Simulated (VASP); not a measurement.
## Al: single point with PBE+D3(BJ)

Al:

```
Al
1.0
     2.87107    0.00000    0.00000
    -1.43554    2.48642    0.00000
     0.00000    0.00000    9.10738
Al
4
Direct
  0.00000 0.00000 0.00000
  0.33333 0.66667 0.25000
  0.00000 0.00000 0.50000
  0.66667 0.33333 0.75000
```

This cell differs from its parent crystal: biaxial strain in the a-b plane: +2.0 %, then relaxed in part.

- Program: VASP 6.6.1
- Task: single point
- Functional: PBE
- Dispersion: D3(BJ)
- Potentials or basis: VASP PAW PBE potentials, release 64 (Al)
- Cutoff: 520 eV
- k mesh: 24 × 24 × 6
- Occupations: gaussian, width 0.1 eV
- Spin: no spin polarisation

* Pressure: -2.0 GPa
* Band gap on the k mesh: zero (band 6 reaches 12.47 eV, above the bottom of band 7 at 6.50 eV)
* Dispersion energy per atom: -0.342 eV

Stress tensor (GPa, compression positive):
```
-3.01  0.00  0.00
 0.00 -3.01  0.00
 0.00  0.00 -0.04
```

Levels at points of the mesh, in eV from the Fermi level:
| k point | band 2 | band 3 | band 4 | band 5 | band 6 | band 7 | band 8 | band 9 | band 10 | band 11 |
| --- | --- | --- | --- | --- | --- | --- | --- | --- | --- | --- |
| (0.00, 0.00, 0.00) | -9.45 | -9.45 | -4.48 | -4.02 | 4.03 | 4.05 | 10.33 | 10.33 | 10.56 | 10.56 |
| (0.50, 0.00, 0.00) | -5.31 | -4.00 | -3.90 | -3.41 | -3.29 | 0.87 | 1.34 | 1.61 | 1.90 | 5.33 |
| (0.00, 0.00, 0.50) | -10.78 | -7.27 | -7.27 | -0.45 | -0.45 | 9.07 | 9.07 | 10.66 | 10.66 | 10.66 |
| (0.50, 0.00, 0.50) | -5.01 | -4.89 | -4.89 | -1.84 | -1.84 | -1.16 | -1.16 | 4.91 | 4.91 | 4.96 |

It took 95 s on 1 thread of Intel(R) Xeon(R) 6975P-C (Granite Rapids) (shared host), peak memory 0.31 GiB.

Caveat: the cell differs from its parent crystal (biaxial strain in the a-b plane: +2.0 %, then relaxed in part); pairwise dispersion overbinds metals, which lowers pressure and volume.
